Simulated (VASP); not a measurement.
# Cs: single point with PBEsol

The system is Cs.

```
Cs
1.0
     5.50975    0.00000    0.00000
    -2.75488    4.77159    0.00000
     0.00000    0.00000    9.30329
Cs
2
Direct
  0.33333 0.66667 0.25000
  0.66667 0.33333 0.75000
```

This cell differs from its parent crystal: strained.

```json
{"Program": "VASP 6.6.1", "Task": "single point", "Functional": "PBEsol", "Potentials or basis": "VASP PAW PBE potentials, release 64 (Cs_sv)", "Cutoff": "520 eV", "k mesh": "9 × 9 × 6", "Occupations": "gaussian, width 0.1 eV", "Spin": "no spin polarisation", "Dipole correction": "no", "Further INCAR settings": "ALGO = Fast; EDIFF = 1e-07; NBANDS = 16"}
```

The pressure is -0.2 GPa and the band gap on the k mesh is zero (bands 9 and 10 overlap by 1.88 eV).

Levels at points of the mesh, in eV from the Fermi level:
```csv
k point,band 6,band 7,band 8,band 9,band 10,band 11,band 12,band 13
"(0.00, 0.00, 0.00)",-10.62,-10.62,-10.62,-1.63,-0.09,0.62,2.27,2.39
"(0.00, 0.00, 0.50)",-10.62,-10.62,-10.62,-1.08,-1.08,1.53,1.53,2.41
```

Wall time 4.1 min on 1 thread of Intel(R) Xeon(R) 6975P-C (Granite Rapids) (shared host), peak memory 0.41 GiB.

Caveat: the cell differs from its parent crystal (strained); the PAW data sets were made with another functional, which shifts forces and pressure a little; spin-orbit coupling is left out, which moves the levels of the heavy elements.
